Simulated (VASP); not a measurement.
# Ag (Im-3m) in VASP: a series of runs, part 2 of 2

VASP 6.6.1. Earlier steps stand in the parts before.

### Step 4. Single point, r2SCAN (19.55 Å³/atom)

This run uses another cell than the first one, of 19.55 Å³/atom.

Contents of POSCAR:

```
Ag
1.0
   -1.6969298210      1.6969298210      1.6969298210
    1.6969298210     -1.6969298210      1.6969298210
    1.6969298210      1.6969298210     -1.6969298210
Ag
1
Direct
    0.0000000000      0.0000000000      0.0000000000
```

Contents of INCAR.step1:

```
SYSTEM = Ag
PREC     = Accurate       ! precision mode
ENCUT    = 520            ! plane-wave cutoff, eV
ISMEAR   = -1             ! smearing method
SIGMA    = 0.1            ! smearing width, eV
LREAL    = .False.        ! projectors in reciprocal space
LASPH    = .True.         ! aspherical terms in the spheres
NELM     = 80             ! most SCF steps
NBANDS   = 12             ! bands
GGA      = PE             ! functional
ALGO     = Normal         ! electronic algorithm
EDIFF    = 1E-4           ! SCF threshold, eV
LWAVE    = .True.         ! write WAVECAR
LCHARG   = .False.        ! write CHGCAR
```

Contents of INCAR.step2:

```
SYSTEM = Ag
PREC     = Accurate       ! precision mode
ENCUT    = 520            ! plane-wave cutoff, eV
EDIFF    = 1E-6           ! SCF threshold, eV
ISMEAR   = -1             ! smearing method
SIGMA    = 0.1            ! smearing width, eV
LREAL    = .False.        ! projectors in reciprocal space
LASPH    = .True.         ! aspherical terms in the spheres
NELM     = 80             ! most SCF steps
ALGO     = Normal         ! electronic algorithm
ISIF     = 2              ! what is computed and relaxed
LWAVE    = .False.        ! write WAVECAR
LCHARG   = .False.        ! write CHGCAR
METAGGA  = R2SCAN         ! meta-GGA
LMIXTAU  = .True.       
NBANDS   = 12             ! bands
ISTART   = 1
```

Contents of KPOINTS:

```
regular mesh
0
Gamma
  15 15 15
  0 0 0
```

Started as:

```console
$ cat potpaw_PBE.64/Ag/POTCAR > POTCAR
$ cp INCAR.step1 INCAR
$ mpirun -np 1 vasp_std > vasp.out
$ cp INCAR.step2 INCAR
$ mpirun -np 1 vasp_std > vasp.out
```

Wall time 28 s (1 thread of Intel Xeon 6975P-C (Granite Rapids), shared host); peak memory 0.16 GiB.

The run converged. Its results:

```yaml
Free_energy: -21.2707 eV
Pressure: -8.4 GPa
Band_gap_on_the_k_mesh: zero (an odd number of electrons rules out a gap without spin polarisation)
```

Levels at points of the mesh, in eV from the Fermi level:
```
           k point  band 2  band 3  band 4  band 5  band 6  band 7  band 8  band 9  band 10  band 11
(0.00, 0.00, 0.00)   -4.85   -4.85   -4.85   -3.77   -3.77   18.07   18.07   18.07    22.48    22.48
```

Caveat: the cell stands under tension; the PAW data sets were made with another functional, which shifts forces and pressure a little.

### Step 5. Single point, r2SCAN

This run uses another cell than the first one, of 17.45 Å³/atom.

Contents of POSCAR:

```
Ag
1.0
   -1.6340219052      1.6340219052      1.6340219052
    1.6340219052     -1.6340219052      1.6340219052
    1.6340219052      1.6340219052     -1.6340219052
Ag
1
Direct
    0.0000000000      0.0000000000      0.0000000000
```

Contents of INCAR.step1:

```
PREC     = Accurate       # precision mode
ENCUT    = 520            # plane-wave cutoff, eV
ISMEAR   = -1             # smearing method
SIGMA    = 0.1            # smearing width, eV
LREAL    = False          # projectors in reciprocal space
LASPH    = True           # aspherical terms in the spheres
NELM     = 100            # most SCF steps
NBANDS   = 12             # bands
GGA      = PE             # functional
ALGO     = Normal         # electronic algorithm
EDIFF    = 1E-4           # SCF threshold, eV
LWAVE    = True           # write WAVECAR
LCHARG   = False          # write CHGCAR
```

Contents of INCAR.step2:

```
PREC     = Accurate       # precision mode
ENCUT    = 520            # plane-wave cutoff, eV
EDIFF    = 1E-6           # SCF threshold, eV
ISMEAR   = -1             # smearing method
SIGMA    = 0.1            # smearing width, eV
LREAL    = False          # projectors in reciprocal space
LASPH    = True           # aspherical terms in the spheres
NELM     = 100            # most SCF steps
ALGO     = Normal         # electronic algorithm
ISIF     = 2              # what is computed and relaxed
LWAVE    = False          # write WAVECAR
LCHARG   = False          # write CHGCAR
METAGGA  = R2SCAN         # meta-GGA
LMIXTAU  = True         
NBANDS   = 12             # bands
ISTART   = 1
```

Contents of KPOINTS:

```
regular mesh
0
Gamma
  22 22 22
```

Potentials or basis: VASP PAW PBE potentials, release 64 (Ag).

Started as:

```console
$ cat potpaw_PBE.64/Ag/POTCAR > POTCAR
$ cp INCAR.step1 INCAR
$ mpirun -np 1 vasp_std > vasp.out
$ cp INCAR.step2 INCAR
$ mpirun -np 1 vasp_std > vasp.out
```

OUTCAR:

```text
PREC = Accurate
   ENCUT = 520
   EDIFF = 1E-6
   ISMEAR = -1
   LREAL = False
   LASPH = True
   NELM = 100
   ISIF = 2
   METAGGA = R2SCAN
   ISTART = 1

 ion  position               nearest neighbor table
   1  0.000  0.000  0.000-

  LATTYP: Found a body centered cubic cell.
 ALAT       =     3.2680438104

  Lattice vectors:

 A1 = (  -1.6340219052,   1.6340219052,   1.6340219052)
 A2 = (   1.6340219052,  -1.6340219052,   1.6340219052)
[... 537 lines left out ...]
     10      27.5792      0.00000
     11      30.3556      0.00000
     12      31.4799      0.00000

 [... further k-points ...]

------------------------ aborting loop because EDIFF is reached ----------------------------------------

  FORCE on cell =-STRESS in cart. coord.  units (eV):
  Direction    XX          YY          ZZ          XY          YZ          ZX
  --------------------------------------------------------------------------------------
  -------------------------------------------------------------------------------------
  Total        0.0014372      0.0014372      0.0014372      0.0000000      0.0000000     -0.0000000
  in kB        0.1319459      0.1319459      0.1319459      0.0000000      0.0000000     -0.0000000
  external PRESSURE =       0.1319459 kB  Pullay stress =       0.0000000 kB

 VOLUME and BASIS-vectors are now :
 -----------------------------------------------------------------------------
  energy-cutoff  :      520.00
  volume of cell :       17.45
      direct lattice vectors                 reciprocal lattice vectors
    -1.634021905  1.634021905  1.634021905     0.000000000  0.305993450  0.305993450
     1.634021905 -1.634021905  1.634021905     0.305993450  0.000000000  0.305993450
     1.634021905  1.634021905 -1.634021905     0.305993450  0.305993450  0.000000000

 POSITION                                       TOTAL-FORCE (eV/Angst)
 -----------------------------------------------------------------------------------
      0.00000      0.00000      0.00000         0.000000     -0.000000      0.000000
 -----------------------------------------------------------------------------------
    total drift:                                0.000000      0.000000     -0.000000

  FREE ENERGIE OF THE ION-ELECTRON SYSTEM (eV)
  ---------------------------------------------------
  free  energy   TOTEN  =       -21.3281816932 eV

  energy  without entropy=      -21.3176443208  energy(sigma->0) =      -21.32291301
```

OSZICAR.step1:

```text
N       E                     dE             d eps       ncg     rms          rms(c)
DAV:   1     0.527898201370E+02    0.52790E+02   -0.55144E+03  7936   0.830E+02
DAV:   2    -0.210910213920E+01   -0.54899E+02   -0.51933E+02  9164   0.195E+02
DAV:   3    -0.293053640348E+01   -0.82143E+00   -0.82080E+00  9156   0.252E+01
DAV:   4    -0.293303191069E+01   -0.24955E-02   -0.24954E-02  8940   0.145E+00
DAV:   5    -0.293305177120E+01   -0.19861E-04   -0.19861E-04  8788   0.116E-01    0.490E+00
DAV:   6    -0.269555142659E+01    0.23750E+00   -0.95494E-01  8732   0.868E+00    0.325E+00
DAV:   7    -0.268834561338E+01    0.72058E-02   -0.77266E-03  8832   0.836E-01    0.185E+00
DAV:   8    -0.268556858100E+01    0.27770E-02   -0.71731E-04  8908   0.205E-01    0.780E-02
DAV:   9    -0.268557699632E+01   -0.84153E-05   -0.75324E-06  4632   0.226E-02
   1 F= -.26855770E+01 E0= -.26799768E+01  d E =-.112003E-01
```

Run time: 63 s. Hardware: 1 thread of Intel Xeon 6975P-C (Granite Rapids), shared host; peak memory 0.19 GiB.

What came out:

- Free energy: -21.3282 eV
- Pressure: 0.0 GPa
- Band gap on the k mesh: zero (an odd number of electrons rules out a gap without spin polarisation)

Caveat: the PAW data sets were made with another functional, which shifts forces and pressure a little.

### Step 6. Summary

```csv
cell,k mesh,gap on the mesh (eV),pressure (GPa)
"a = 2.867 Å, angles 109.5°, 1 atom",15 × 15 × 15,none,-3.7
"a = 2.904 Å, angles 109.5°, 1 atom",15 × 15 × 15,none,-6.4
"a = 2.939 Å, angles 109.5°, 1 atom",15 × 15 × 15,none,-8.4
"a = 2.830 Å, angles 109.5°, 1 atom",22 × 22 × 22,none,0.0
```

Alike in all rows: task single point; level r2SCAN; potentials or basis VASP PAW PBE potentials, release 64 (Ag); no spin polarisation; cutoff (eV) 520; smearing fermi-dirac 0.1 eV.

Caveats: the PAW data sets were made with another functional, which shifts forces and pressure a little; the cell stands under tension (at least some runs).

Total energies depend on the potentials used, so only differences within one code and one set of settings carry meaning.
